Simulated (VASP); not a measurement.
Runs of VASP 6.6.1 on LiCl. The structure is that of space group Fm-3m (No. 225), or close to it. The cells are those of the table. 

```tsv
cell	gap on the mesh (eV)
a = 3.627, b = 3.682 Å, angles 59.5, 59.0, 59.5°, 2 atoms	7.20
a = 3.627, b = 3.691 Å, angles 59.4, 58.8, 59.4°, 2 atoms	(a)
a = 3.627, b = 3.654 Å, angles 59.8, 59.5, 59.8°, 2 atoms	7.25
a = 3.627, b = 3.645 Å, angles 59.8, 59.7, 59.8°, 2 atoms	7.26
a = 3.627, b = 3.672 Å, angles 59.6, 59.2, 59.6°, 2 atoms	(b)
```

Alike in all rows: task single point; level r2SCAN; potentials or basis VASP PAW PBE potentials, release 64 (Li_sv, Cl); no spin polarisation; k mesh 8 × 8 × 8; cutoff (eV) 520; smearing gaussian 0.05 eV.

Question: Fill in the values left out.

Answer: (a) 7.18; (b) 7.21.

A k mesh can miss the band edges.
